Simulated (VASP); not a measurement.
In8O11:

```
CELL_PARAMETERS angstrom
-2.78763 -4.82831 0.00000
-2.78763 1.60944 4.91964
-5.57525 3.21887 -4.91964
ATOMIC_POSITIONS crystal
In 0.50156 0.21655 0.14261
In 0.99699 0.71242 0.64785
In 0.49528 0.77740 0.35483
In 0.00639 0.28291 0.85630
In 0.49881 0.78367 0.85935
In 0.99634 0.29230 0.35590
In 0.50117 0.21784 0.64224
In 0.99952 0.70991 0.14195
O 0.35157 0.84899 0.09896
O 0.84999 0.34974 0.60190
O 0.85297 0.64691 0.89901
O 0.35015 0.14620 0.40104
O 0.29795 0.49859 0.75268
O 0.79422 0.99654 0.25290
O 0.64814 0.15169 0.89715
O 0.15157 0.35432 0.10470
O 0.64453 0.85825 0.59996
O 0.70854 0.49340 0.25156
O 0.20678 0.00024 0.74864
```

| Property | Result |
| --- | --- |
| Program | VASP 6.6.1 |
| Task | relaxation of cell and atoms |
| Functional | PBE |
| Potentials or basis | VASP PAW PBE potentials, release 64 (In_d, O) |
| Cutoff | 600 eV |
| k mesh | 3 × 2 × 2, shifted |
| Occupations | gaussian, width 0.1 eV |
| Spin | no spin polarisation |

At the start: pressure 1.2 GPa; volume 13.94 Å³/atom.

Task: How do energy, volume and symmetry change on relaxing?

Result: Over 18 steps the energy falls by 20.2 meV/atom and the volume is 13.85 Å³/atom (-0.7 %); space group P1 (No. 1, to 0.1 Å) before and after.

The path:
```csv
step,energy change (eV),largest force (eV/Å),pressure (GPa),volume (Å³)
1,0.0000,1.0322,1.17,264.86
2,-0.1452,0.4265,-1.15,268.80
3,-0.1461,0.4344,-1.33,269.14
4,-0.2030,0.4974,0.30,265.72
5,-0.2098,0.5496,1.15,264.05
6,-0.2534,0.4406,0.81,264.20
7,-0.2989,0.3815,-0.02,264.60
8,-0.3342,0.2829,-0.42,264.68
9,-0.3407,0.2783,-0.65,264.73
10,-0.3605,0.1572,0.44,262.58
11,-0.3612,0.1563,0.70,262.09
12,-0.3740,0.1191,0.02,263.19
13,-0.3748,0.1335,-0.19,263.53
14,-0.3796,0.0647,-0.04,263.18
15,-0.3809,0.1132,0.09,262.89
16,-0.3834,0.0479,0.00,263.06
17,-0.3834,0.0527,-0.02,263.09
18,-0.3843,0.0351,0.01,263.07
```

Final structure:
```
In O
1.0
    -2.83210   -4.74314   -0.05288
    -2.82948    1.63328    4.90903
    -5.67126    3.11104   -4.86453
In O
8 11
Direct
  0.50096 0.21117 0.14697
  0.02420 0.71800 0.62030
  0.46220 0.76968 0.37355
  0.00446 0.28989 0.85701
  0.50247 0.78679 0.85668
  0.98804 0.26527 0.35395
  0.50723 0.21434 0.64345
  0.98528 0.71399 0.12930
  0.34383 0.84932 0.10763
  0.86156 0.35612 0.59907
  0.85337 0.64582 0.89052
  0.34789 0.16033 0.40134
  0.30357 0.50009 0.75128
  0.78708 0.98812 0.25300
  0.65272 0.14861 0.90252
  0.14861 0.35962 0.10878
  0.66051 0.85830 0.60161
  0.70904 0.50078 0.25737
  0.20946 0.00165 0.75521
```

Caveat: the k points lie up to 0.53 Å⁻¹ apart in the final cell.
